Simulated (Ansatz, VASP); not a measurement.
## Two plane-wave programs on HfB

```
CELL_PARAMETERS angstrom
0.00000 2.32914 2.32914
2.32914 0.00000 2.32914
2.32914 2.32914 0.00000
ATOMIC_POSITIONS crystal
Hf 0.50000 0.50000 0.50000
B 0.00000 0.00000 0.00000
```

Alike in both runs: task single point; functional PBE; k mesh 8 × 8 × 8; occupations gaussian, width 0.05 eV; no spin polarisation.

|  | VASP | Ansatz |
| --- | --- | --- |
| version | VASP 6.6.1 | Ansatz 0.2.0 |
| potentials or method | VASP PAW PBE potentials, release 64 (Hf_pv, B), cutoff 500 eV | scalar-relativistic, plane waves, PAW |
| valence electrons in the cell | 13 | 29 |

```csv
,VASP,Ansatz,Ansatz less VASP
gap on the k mesh at the Fermi level (eV),none,none,-
pressure (GPa),24.0,23.3,-0.67
```

A gap of «none» marks a metal or a gap that the smearing closes. VASP's potentials hold 13 valence electrons a cell and Ansatz's 29, so a difference there can come from the potentials and not from the codes.

Spin-orbit coupling is off throughout.
